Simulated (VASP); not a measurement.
Wanted: the native input for a VASP 6.6.1 run.

| Quantity | Value |
| --- | --- |
| Task | single point |
| Functional | r2SCAN |
| Potentials or basis | VASP PAW PBE potentials, release 64 (Sn_d, O) |
| Cutoff | 520 eV |
| k mesh | 7 × 7 × 2 |
| Occupations | fermi-dirac, width 0.05 eV |
| Spin | no spin polarisation |
| Dipole correction | no |
| Further INCAR settings | ALGO = Normal; EDIFF = 1e-07; NBANDS = 35 |

SnO2:

```
Sn O
1.0
     3.18692    0.00000    0.00000
    -1.59346    2.75995    0.00000
     0.00000    0.00000   10.64472
Sn O
2 4
Direct
  0.00000 0.00000 0.50000
  0.00000 0.00000 0.00000
  0.66667 0.33333 0.40586
  0.66667 0.33333 0.09414
  0.33333 0.66667 0.59414
  0.33333 0.66667 0.90586
```

The input as run:

POSCAR

```
SnO2
1.0
    3.1869181612      0.0000000000      0.0000000000
   -1.5934590806      2.7599477972      0.0000000000
    0.0000000000      0.0000000000     10.6447237443
Sn O
2 4
Direct
    0.0000000000      0.0000000000      0.5000000000
    0.0000000000      0.0000000000      0.0000000000
    0.6666666667      0.3333333333      0.4058600000
    0.6666666667      0.3333333333      0.0941400000
    0.3333333333      0.6666666667      0.5941400000
    0.3333333333      0.6666666667      0.9058600000
```

INCAR.step1

```
SYSTEM = SnO2
PREC = Accurate
ENCUT = 520
ISMEAR = -1
SIGMA = 0.05
LREAL = .FALSE.
LASPH = .TRUE.
NELM = 100
NBANDS = 35
GGA = PE
ALGO = Normal
EDIFF = 1E-4
LWAVE = .TRUE.
LCHARG = .FALSE.
```

INCAR.step2

```
SYSTEM = SnO2
PREC = Accurate
ENCUT = 520
EDIFF = 1E-7
ISMEAR = -1
SIGMA = 0.05
LREAL = .FALSE.
LASPH = .TRUE.
NELM = 100
ALGO = Normal
ISIF = 2
LWAVE = .FALSE.
LCHARG = .FALSE.
METAGGA = R2SCAN
LMIXTAU = .TRUE.
NBANDS = 35
ISTART = 1
```

KPOINTS

```
regular mesh
0
G
  7 7 2
  0 0 0
```

Potentials or basis: VASP PAW PBE potentials, release 64 (Sn_d, O).

Command:

```bash
$ cat potpaw_PBE.64/Sn_d/POTCAR potpaw_PBE.64/O/POTCAR > POTCAR
$ cp INCAR.step1 INCAR
$ mpirun -np 1 vasp_std > vasp.out
$ cp INCAR.step2 INCAR
$ mpirun -np 1 vasp_std > vasp.out
```

It gave:

```json
{"Pressure": "0.3 GPa", "Largest force": "0.080 eV/Å", "Band gap on the k mesh": "2.90 eV (least direct gap 3.34 eV)"}
```

Caveat: the PAW data sets were made with another functional, which shifts forces and pressure a little; spin-orbit coupling is left out, which moves the levels of the heavy elements; an odd mesh through Γ misses points on the zone boundary, where band edges can lie.

It took 2.1 min on 1 thread of Intel(R) Xeon(R) 6975P-C (Granite Rapids), with other jobs on the host, peak memory 0.22 GiB.
